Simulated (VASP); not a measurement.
Wanted: the native input for a VASP 6.6.1 run.

| Property | Result |
| --- | --- |
| Task | single point |
| Functional | PBEsol |
| Potentials or basis | VASP PAW PBE potentials, release 64 (W_sv) |
| Cutoff | 400 eV |
| k mesh | 12 × 12 × 1 |
| Occupations | gaussian, width 0.1 eV |
| Spin | no spin polarisation |
| Dipole correction | yes |
| Further INCAR settings | ALGO = Normal; EDIFF = 1e-06; NBANDS = 28; NELMDL = -8 |

The structure of W lies in POSCAR:

```
W
1.0
    2.8270069230      0.0000000000      0.0000000000
   -1.4135034615      2.4482598120      0.0000000000
    0.0000000000      0.0000000000     18.6164829738
W
3
Direct
    0.6666666667      0.3333333333      0.3760108722
    0.3333333333      0.6666666667      0.5008879546
    0.0000000000      0.0000000000      0.6257573035
```

One way to write it, as run:

INCAR

```
PREC = Accurate
ENCUT = 400
EDIFF = 1E-6
ISMEAR = 0
SIGMA = 0.1
LREAL = F
LASPH = T
NELM = 120
ALGO = Normal
ISIF = 2
LWAVE = F
LCHARG = T
LDIPOL = T
IDIPOL = 3
DIPOL = 0.5 0.5 0.501
GGA = PS
LELF = T
LVHAR = T
LVACPOTAV = T
NBANDS = 28
GGA_COMPAT = F
NELMDL = -8
```

KPOINTS

```
regular mesh
0
Gamma
  12 12 1
```

Potentials or basis: VASP PAW PBE potentials, release 64 (W_sv).

Run with:

```sh
$ cat potpaw_PBE.64/W_sv/POTCAR > POTCAR
$ mpirun -np 1 vasp_std > vasp.out
```

It gave:

- Largest force: 0.028 eV/Å
- Band gap on the k mesh: zero (bands 21 and 22 overlap by 1.62 eV)

Caveat: the PAW data sets were made with another functional, which shifts forces and pressure a little; spin-orbit coupling is left out, which moves the levels of the heavy elements.

Run time: 34 s on 1 thread of Intel(R) Xeon(R) 6975P-C (Granite Rapids), with other jobs on the host, peak memory 0.19 GiB.
